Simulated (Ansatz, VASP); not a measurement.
Two plane-wave programs on Sn

```
CELL_PARAMETERS angstrom
-2.97733 2.97901 1.60309
2.97901 -2.97733 1.60309
2.97707 2.97707 -1.60002
ATOMIC_POSITIONS crystal
Sn 0.00002 0.99998 0.00000
Sn 0.74998 0.25002 0.50000
```

Alike in both runs: task single point; functional PBE; k mesh 11 × 11 × 8; occupations fermi-dirac, width 0.01 eV; no spin polarisation.

|  | VASP | Ansatz |
| --- | --- | --- |
| version | VASP 6.6.1 | Ansatz 0.2.0 |
| potentials or method | VASP PAW PBE potentials, release 64 (Sn_d), cutoff 520 eV | plane waves (420 eV) with PAW, scalar-relativistic |
| valence electrons in the cell | 28 | 28 |

|  | VASP | Ansatz | Ansatz less VASP |
| --- | --- | --- | --- |
| pressure (GPa) | -0.1 | 0.0 | +0.04 |
| traceless stress, the component that is largest in VASP (GPa) | -0.12 | -0.12 | -0.005 |

With one functional, cell and mesh, what is left measures potentials, basis and numerics.
